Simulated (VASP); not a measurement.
# SiC (P6_3mc) in VASP: single point with PBE

Aim: the single point of SiC with PBE.

Program: VASP 6.6.1. These are calculated values, not measurements. Logs are shortened: lines on timing, memory, paths and dates and some standing lists are left out, and cuts for length are marked.

## 1. The cell of the first run

The structure is hexagonal, space group P6_3mc (No. 186). The conventional cell has a = 3.094 Å, b = 3.094 Å, c = 10.129 Å, α = 90.00°, β = 90.00°, γ = 120.00°. Si (site symmetry 3m) has 4 C at 1.90 Å within 2.5 Å. Si (site symmetry 3m) has 4 C at 1.89 to 1.90 Å within 2.5 Å. C (site symmetry 3m) has 4 Si at 1.89 to 1.90 Å within 2.5 Å. C (site symmetry 3m) has 4 Si at 1.90 Å within 2.5 Å.

## 2. Single point, PBE

INCAR reads:

```
PREC = Accurate
ENCUT = 520
EDIFF = 1E-6
ISMEAR = 0
SIGMA = 0.01
LREAL = Auto
LASPH = T
NELM = 80
ALGO = Normal
ISIF = 2
LWAVE = F
LCHARG = T
GGA = PE
LELF = T
LVHAR = T
NBANDS = 86
```

KPOINTS reads:

```
regular mesh
0
Gamma
  4 4 2
```

POSCAR reads:

```
SiC
1.0
    3.0941201761     -5.3591733614      0.0000000000
   -6.1882403623      0.0000000058      0.0000000000
    0.0000000000      0.0000000000    -10.1293391959
Si C
16 16
Direct
    0.3333333333      0.1666666667      0.0621558122
    0.8333333333      0.1666666667      0.0621558122
    0.3333333333      0.6666666667      0.0621558122
    0.8333333333      0.6666666667      0.0621558122
    0.1666666667      0.3333333333      0.5621558122
    0.6666666667      0.3333333333      0.5621558122
    0.1666666667      0.8333333333      0.5621558122
    0.6666666667      0.8333333333      0.5621558122
    0.5000000000      0.0000000000      0.3121004435
    1.0000000000      0.0000000000      0.3121004435
    0.5000000000      0.5000000000      0.3121004435
    1.0000000000      0.5000000000      0.3121004435
    0.0000000000      0.5000000000      0.8121004435
    0.5000000000      0.5000000000      0.8121004435
    0.0000000000      1.0000000000      0.8121004435
    0.5000000000      1.0000000000      0.8121004435
    0.3333333333      0.1666666667      0.2501925542
    0.8333333333      0.1666666667      0.2501925542
    0.3333333333      0.6666666667      0.2501925542
    0.8333333333      0.6666666667      0.2501925542
    0.1666666667      0.3333333333      0.7501925542
    0.6666666667      0.3333333333      0.7501925542
    0.1666666667      0.8333333333      0.7501925542
    0.6666666667      0.8333333333      0.7501925542
    0.0000000000      0.0000000000      0.4995521901
    0.5000000000      0.0000000000      0.4995521901
    0.0000000000      0.5000000000      0.4995521901
    0.5000000000      0.5000000000      0.4995521901
    0.5000000000      0.5000000000      0.9995521901
    1.0000000000      0.5000000000      0.9995521901
    0.5000000000      1.0000000000      0.9995521901
    1.0000000000      1.0000000000      0.9995521901
```

Potentials or basis: VASP PAW PBE potentials, release 64 (Si, C).

Started as:

```
cat potpaw_PBE.64/Si/POTCAR potpaw_PBE.64/C/POTCAR > POTCAR
mpirun -np 1 vasp_std > vasp.out
```

OUTCAR:

```text
PREC = Accurate
   ENCUT = 520
   EDIFF = 1E-6
   ISMEAR = 0
   LREAL = Auto
   LASPH = T
   NELM = 80
   ISIF = 2
   GGA = PE

 ion  position               nearest neighbor table
   1  0.333  0.167  0.062-  29 1.90  32 1.90  31 1.90  17 1.90   3 3.09   3 3.09   2 3.09   2 3.09
                             4 3.09   4 3.09  11 3.10  10 3.10   9 3.10  14 3.10  15 3.10  16 3.10
   2  0.833  0.167  0.062-  30 1.90  31 1.90  32 1.90  18 1.90   4 3.09   4 3.09   1 3.09   1 3.09
                             3 3.09   3 3.09  12 3.10   9 3.10  10 3.10  13 3.10  16 3.10  15 3.10
   3  0.333  0.667  0.062-  31 1.90  30 1.90  29 1.90  19 1.90   1 3.09   1 3.09   4 3.09   4 3.09
                             2 3.09   2 3.09   9 3.10  12 3.10  11 3.10  16 3.10  13 3.10  14 3.10
   4  0.833  0.667  0.062-  32 1.90  29 1.90  30 1.90  20 1.90   2 3.09   2 3.09   3 3.09   3 3.09
                             1 3.09   1 3.09  10 3.10  11 3.10  12 3.10  15 3.10  14 3.10  13 3.10
   5  0.167  0.333  0.562-  25 1.90  28 1.90  27 1.90  21 1.90   7 3.09   7 3.09   6 3.09   6 3.09
                             8 3.09   8 3.09  15 3.10  14 3.10  13 3.10  10 3.10  11 3.10  12 3.10
   6  0.667  0.333  0.562-  26 1.90  27 1.90  28 1.90  22 1.90   8 3.09   8 3.09   5 3.09   5 3.09
                             7 3.09   7 3.09  16 3.10  13 3.10  14 3.10   9 3.10  12 3.10  11 3.10
   7  0.167  0.833  0.562-  27 1.90  26 1.90  25 1.90  23 1.90   5 3.09   5 3.09   8 3.09   8 3.09
                             6 3.09   6 3.09  13 3.10  16 3.10  15 3.10  12 3.10   9 3.10  10 3.10
   8  0.667  0.833  0.562-  28 1.90  25 1.90  26 1.90  24 1.90   6 3.09   6 3.09   7 3.09   7 3.09
                             5 3.09   5 3.09  14 3.10  15 3.10  16 3.10  11 3.10  10 3.10   9 3.10
   9  0.500  0.000  0.312-  19 1.89  18 1.89  17 1.89  26 1.90  11 3.09  11 3.09  10 3.09  10 3.09
[... 38 lines left out ...]
 A1 = (   3.0941201761,  -5.3591733614,   0.0000000000)
 A2 = (  -6.1882403623,   0.0000000058,   0.0000000000)
 A3 = (   0.0000000000,   0.0000000000, -10.1293391959)

Analysis of symmetry for initial positions (statically):
=====================================================================
 Subroutine PRICEL returns following result:

  LATTYP: Found a hexagonal cell.
 ALAT       =     3.0941201812
 C/A-ratio  =     3.2737381236

  Lattice vectors:

 A1 = (   1.5470600881,  -2.6795866807,   0.0000000000)
 A2 = (  -3.0941201812,   0.0000000029,   0.0000000000)
 A3 = (   0.0000000000,   0.0000000000, -10.1293391959)

   4 primitive cells build up your supercell.

 Routine SETGRP: Setting up the symmetry group for a
 hexagonal supercell.

 Subroutine GETGRP returns: Found 12 space group operations
 (whereof  6 operations were pure point group operations)
 out of a pool of 24 trial point group operations.

The static configuration has the point symmetry C_3v.
 The point group associated with its full space group is C_6v.

Analysis of symmetry for dynamics (positions and initial velocities):
=====================================================================
 Subroutine PRICEL returns following result:

  LATTYP: Found a hexagonal cell.
 ALAT       =     3.0941201812
 C/A-ratio  =     3.2737381236

  Lattice vectors:

 A1 = (   1.5470600881,  -2.6795866807,   0.0000000000)
 A2 = (  -3.0941201812,   0.0000000029,   0.0000000000)
 A3 = (   0.0000000000,   0.0000000000, -10.1293391959)

   4 primitive cells build up your supercell.

 Routine SETGRP: Setting up the symmetry group for a
 hexagonal supercell.

 Subroutine GETGRP returns: Found 12 space group operations
 (whereof  6 operations were pure point group operations)
 out of a pool of 24 trial point group operations.

The dynamic configuration has the point symmetry C_3v.
 The point group associated with its full space group is C_6v.

 Subroutine INISYM returns: Found 12 space group operations
 (whereof  6 operations are pure point group operations),
 and found     4 'primitive' translations

----------------------------------------------------------------------------------------

                                     Primitive cell

  volume of cell :      83.9820

  direct lattice vectors                    reciprocal lattice vectors
     1.547060088 -2.679586681  0.000000000    -0.000000000 -0.373191884  0.000000000
[... 27 lines left out ...]
----------------------------------------------------------------------------------------

 KPOINTS: regular mesh

Automatic generation of k-mesh.
 Grid dimensions read from file:
 generate k-points for:    4    4    2

 Generating k-lattice:

  Cartesian coordinates                     Fractional coordinates (reciprocal lattice)
    -0.000000000 -0.046648985  0.000000000     0.250000000  0.000000000  0.000000000
    -0.040399206 -0.023324493  0.000000000    -0.000000000  0.250000000  0.000000000
     0.000000000  0.000000000 -0.049361562     0.000000000  0.000000000  0.500000000

  Length of vectors
     0.046648985  0.046648985  0.049361562

  Shift w.r.t. Gamma in fractional coordinates (k-lattice)
     0.000000000  0.000000000  0.000000000

 Subroutine IBZKPT returns following result:
 ===========================================

 Found      8 irreducible k-points:

 Following reciprocal coordinates:
            Coordinates               Weight
  0.000000  0.000000  0.000000      1.000000
  0.250000  0.000000  0.000000      6.000000
  0.500000  0.000000  0.000000      3.000000
  0.250000  0.250000  0.000000      6.000000
  0.000000  0.000000  0.500000      1.000000
  0.250000  0.000000  0.500000      6.000000
  0.500000  0.000000  0.500000      3.000000
  0.250000  0.250000  0.500000      6.000000
   k-points           NKPTS =      8   k-points in BZ     NKDIM =      8   number of bands    NBANDS=     86
   number of dos      NEDOS =    301   number of ions     NIONS =     32
   total plane-waves  NPLWV = 184320
   dimension x,y,z NGX =    48 NGY =   48 NGZ =   80
   dimension x,y,z NGXF=    96 NGYF=   96 NGZF=  160
   ions per type =              16  16
   NGX,Y,Z   is equivalent  to a cutoff of  12.90, 12.90, 13.13 a.u.
   NGXF,Y,Z  is equivalent  to a cutoff of  25.79, 25.79, 26.26 a.u.
 SYSTEM =  unknown system
   PREC   = accura    normal or accurate (medium, high low for compatibility)
   ISTART =      0    job   : 0-new  1-cont  2-samecut
   ICHARG =      2    charge: 1-file 2-atom 10-const
   ISPIN  =      1    spin polarized calculation?
   LNONCOLLINEAR =      F non collinear calculations
   LSORBIT =      F    spin-orbit coupling
   LASPH  =      T    aspherical Exc in radial PAW
   ENCUT  =  520.0 eV  38.22 Ry    6.18 a.u.  11.51 11.51 18.83*2*pi/ulx,y,z
   NELM   =     80;   NELMIN=  2; NELMDL= -5     # of ELM steps
   EDIFF  = 0.1E-05   stopping-criterion for ELM
   LREAL  =      T    real-space projection
   EDIFFG = 0.1E-04   stopping-criterion for IOM
   NSW    =      0    number of steps for IOM
   IBRION =     -1    ionic relax: 0-MD 1-quasi-New 2-CG
   NFREE  =      0    steps in history (QN), initial steepest desc. (CG)
   ISIF   =      2    stress and relaxation
   ISYM   =      2    0-nonsym 1-usesym 2-fastsym
   POTIM  = 0.5000    time-step for ionic-motion
   TEBEG  =    0.0;   TEEND  =   0.0 temperature during run
   PSTRESS=    0.0 pullay stress
   NELECT =     128.0000    total number of electrons
   NUPDOWN=      -1.0000    fix difference up-down
   EMIN   =  10.00;   EMAX   =-10.00  energy-range for DOS
   EFERMI =   0.00;   METHOD = LEGACY
   ISMEAR =     0;   SIGMA  =   0.01  broadening in eV -4-tet -1-fermi 0-gaus
   EFERMI_NEDOS =   21; number of points for ismear=-14 and -15
   IALGO  =     38    algorithm
   IMIX   =      4    mixing-type and parameters
     AMIX     =   0.40;   BMIX     =  1.00
     AMIX_MAG =   1.60;   BMIX_MAG =  1.00
  volume/ion in A,a.u.               =      10.50        70.84
  Fermi-wavevector in a.u.,A,eV,Ry     =   1.186851  2.242823 19.165368  1.408615
  Thomas-Fermi vector in A             =   2.323015
   LORBIT       =      0    0 simple, 1 ext, 2 COOP (PROOUT), +10 PAW based schemes
   GGA     = PE    functional components
   LHFCALC =     F    Hartree Fock is set to
   AEXX    =    0.0000 exact exchange contribution
   IVDW    =     0    specifies the selected vdW correction
   LEPSILON=     F    determine dielectric tensor
   LRPA    =     F    only Hartree local field effects (RPA)
 non-spin polarized calculation
 Gauss-broadening in eV      SIGMA  =   0.01
  energy-cutoff  :      520.00
  volume of cell :      335.93
 maximum number of plane-waves:      9074
 NGX is ok and might be reduce to    48
   NGX = 23   NGY = 23   NGZ = 37

 number of electron     128.0000004 magnetization

 Free energy of the ion-electron system (eV)
  ---------------------------------------------------
  ext. energy  EPLUGINS =         0.00000000
  ---------------------------------------------------
  free energy    TOTEN  =      -241.00222709 eV

  energy without entropy =     -241.00222709  energy(sigma->0) =     -241.00222709

 E-fermi :   8.0825     XC(G=0): -11.2896

 val. band max:        8.0115241963   @ k =   0.0000   0.0000   0.0000
 cond. band min:      10.2337813985   @ k =   0.0000   0.0000   0.0000
 fundamental gap:      2.2222572022
 Fermi energy:         8.0824616433

 k-point     1 :       0.0000    0.0000    0.0000
  band No.  band energies     occupation
      1      -7.3547      2.00000
      2      -6.1915      2.00000
      3      -6.1559      2.00000
      4      -3.9877      2.00000
      5      -3.9877      2.00000
      6      -3.9877      2.00000
[... 621 lines left out ...]
     75      13.4999      0.00000
     76      13.4999      0.00000
 [bands above 76 left out]

------------------------ aborting loop because EDIFF is reached ----------------------------------------

  FORCE on cell =-STRESS in cart. coord.  units (eV):
  Direction    XX          YY          ZZ          XY          YZ          ZX
  --------------------------------------------------------------------------------------
  -------------------------------------------------------------------------------------
  Total       -0.0906298     -0.0906298     -0.1292442     -0.0000000      0.0000000      0.0000000
  in kB       -0.4322506     -0.4322506     -0.6164181     -0.0000000      0.0000000      0.0000000
  external PRESSURE =      -0.4936398 kB  Pullay stress =       0.0000000 kB

 VOLUME and BASIS-vectors are now :
 -----------------------------------------------------------------------------
  energy-cutoff  :      520.00
  volume of cell :      335.93
      direct lattice vectors                 reciprocal lattice vectors
     3.094120176 -5.359173361  0.000000000    -0.000000000 -0.186595942  0.000000000
    -6.188240362  0.000000006  0.000000000    -0.161596826 -0.093297971  0.000000000
     0.000000000  0.000000000-10.129339196     0.000000000  0.000000000 -0.098723123

 POSITION                                       TOTAL-FORCE (eV/Angst)
 -----------------------------------------------------------------------------------
     -0.00000     -1.78639     -0.62960         0.000000     -0.000000      0.004238
      1.54706     -4.46598     -0.62960         0.000000     -0.000000      0.004238
     -3.09412     -1.78639     -0.62960         0.000000      0.000000      0.004238
     -1.54706     -4.46598     -0.62960         0.000000      0.000000      0.004238
     -1.54706     -0.89320     -5.69427        -0.000000      0.000000      0.004238
     -0.00000     -3.57278     -5.69427        -0.000000      0.000000      0.004238
[... 24 lines left out ...]
      1.54706     -2.67959    -10.12480        -0.000000      0.000000     -0.003501
      0.00000      0.00000    -10.12480        -0.000000      0.000000     -0.003501
 -----------------------------------------------------------------------------------
    total drift:                                0.000000      0.000000      0.029504

  FREE ENERGIE OF THE ION-ELECTRON SYSTEM (eV)
  ---------------------------------------------------
  free  energy   TOTEN  =      -241.0022270943 eV

  energy  without entropy=     -241.0022270943  energy(sigma->0) =     -241.00222709
```

Run time: 18 min. Hardware: 1 thread of Intel Xeon 8259CL, shared host; peak memory 0.48 GiB.

Results:

| Property | Result |
| --- | --- |
| Free energy | -241.0022 eV |
| Pressure | 0.0 GPa |
| Largest force | 0.004 eV/Å |
| Band gap on the k mesh | 2.22 eV |

Forces in eV/Å, atoms in the order of the input:
```
Si   0.000  0.000  0.004
Si   0.000  0.000  0.004
Si   0.000  0.000  0.004
Si   0.000  0.000  0.004
Si   0.000  0.000  0.004
Si   0.000  0.000  0.004
Si   0.000  0.000  0.004
Si   0.000  0.000  0.004
Si   0.000  0.000 -0.002
Si   0.000  0.000 -0.002
Si   0.000  0.000 -0.002
Si   0.000  0.000 -0.002
Si   0.000  0.000 -0.002
Si   0.000  0.000 -0.002
Si   0.000  0.000 -0.002
Si   0.000  0.000 -0.002
C    0.000  0.000  0.001
C    0.000  0.000  0.001
C    0.000  0.000  0.001
C    0.000  0.000  0.001
C    0.000  0.000  0.001
C    0.000  0.000  0.001
C    0.000  0.000  0.001
C    0.000  0.000  0.001
C    0.000  0.000 -0.004
C    0.000  0.000 -0.004
C    0.000  0.000 -0.004
C    0.000  0.000 -0.004
C    0.000  0.000 -0.004
C    0.000  0.000 -0.004
C    0.000  0.000 -0.004
C    0.000  0.000 -0.004
```

A k mesh can miss the band edges.
